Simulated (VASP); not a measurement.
MgO, 2 atoms in the cell. The structure is hexagonal, space group P-6m2 (No. 187). Conventional cell: a = 2.894 Å, b = 2.894 Å, c = 2.760 Å, α = 90.00°, β = 90.00°, γ = 120.00°. Within 2.9 Å of Mg (site symmetry -6m2) lie 6 O at 2.17 Å and 8 Mg at 2.76 to 2.89 Å. Within 2.9 Å of O (site symmetry -6m2) lie 6 Mg at 2.17 Å and 8 O at 2.76 to 2.89 Å.  This cell differs from its parent crystal: strain -0.015 along x and y, +0.030 along z.

| Item | Value |
| --- | --- |
| Program | VASP 6.6.1 |
| Task | single point |
| Functional | LDA |
| Potentials or basis | VASP PAW LDA potentials, release 64 (Mg_sv, O) |
| Cutoff | 750 eV |
| k mesh | 9 × 9 × 8 |
| Occupations | gaussian, width 0.05 eV |
| Spin | no spin polarisation |
| Dipole correction | no |
| Mended | yes |
| Further INCAR settings | ALGO = Normal; EDIFF = 1e-06; NBANDS = 15 |

Potentials or basis: VASP PAW LDA potentials, release 64 (Mg_sv, O).

Run with:

```sh
$ cat potpaw_LDA.64/Mg_sv/POTCAR potpaw_LDA.64/O/POTCAR > POTCAR
$ mpirun -np 1 vasp_std > vasp.out
```

Hardware: 1 thread of Intel(R) Xeon(R) 6975P-C (Granite Rapids), with other jobs on the host.

Problem. Estimate the wall time of this run.

Solution. It took 26 s on 1 thread of Intel(R) Xeon(R) 6975P-C (Granite Rapids), on a shared host, peak memory 0.15 GiB. Counts: scf iterations 12, k points 60.
